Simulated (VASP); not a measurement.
Set up this calculation in VASP 6.6.1, as the native input.

| Item | Value |
| --- | --- |
| Task | single point |
| Functional | PBE-based screened hybrid |
| Potentials or basis | VASP PAW PBE potentials, release 64 (Cl, Li_sv) |
| Cutoff | 520 eV |
| k mesh | 5 × 5 × 5 |
| Occupations | fermi-dirac, width 0.05 eV |
| Spin | no spin polarisation |
| Dipole correction | no |
| Grid for exact exchange (PRECFOCK) | Normal |
| Share of exact exchange | 0.2 |
| Further INCAR settings | ALGO = Normal; EDIFF = 1e-06; NBANDS = 12 |
| Screening parameter | 0.2 1/Å |

LiCl:

```
Cl Li
1.0
     0.00000    2.56477    2.56477
     2.56477    0.00000    2.56477
     2.56477    2.56477    0.00000
Cl Li
1 1
Cartesian
  2.5648 2.5648 2.5648
  0.0000 0.0000 0.0000
```

The input as run:

POSCAR

```
LiCl
1.0
    0.0000000000      2.5647700000      2.5647700000
    2.5647700000      0.0000000000      2.5647700000
    2.5647700000      2.5647700000      0.0000000000
Cl Li
1 1
Direct
    0.5000000000      0.5000000000      0.5000000000
    0.0000000000      0.0000000000      0.0000000000
```

INCAR.step1

```
  ALGO = Normal
  EDIFF = 1E-5
  ENCUT = 520
  GGA = PE
  ISIF = 2
  ISMEAR = -1
  LASPH = True
  LCHARG = False
  LREAL = False
  LWAVE = True
  NBANDS = 12
  NELM = 100
  PREC = Accurate
  SIGMA = 0.05
```

INCAR.step2

```
  AEXX = 0.2
  ALGO = Normal
  EDIFF = 1E-6
  ENCUT = 520
  GGA = PE
  HFSCREEN = 0.2
  ISIF = 2
  ISMEAR = -1
  ISTART = 1
  LASPH = True
  LCHARG = False
  LHFCALC = True
  LREAL = False
  LWAVE = False
  NBANDS = 12
  NELM = 100
  PREC = Accurate
  PRECFOCK = Normal
  SIGMA = 0.05
```

KPOINTS

```
k-points
0
Gamma
  5 5 5
```

Potentials or basis: VASP PAW PBE potentials, release 64 (Cl, Li_sv).

Command:

```bash
$ cat potpaw_PBE.64/Cl/POTCAR potpaw_PBE.64/Li_sv/POTCAR > POTCAR
$ cp INCAR.step1 INCAR
$ mpirun -np 1 vasp_std > vasp.out
$ cp INCAR.step2 INCAR
$ mpirun -np 1 vasp_std > vasp.out
```

Results of the run:

```
Band gap on the k mesh : 7.47 eV, direct
```

Caveat: the k points lie up to 0.42 Å⁻¹ apart.

Run time: 120 s on 1 thread of Intel(R) Xeon(R) Platinum 8488C (Sapphire Rapids) (shared host), peak memory 0.25 GiB.
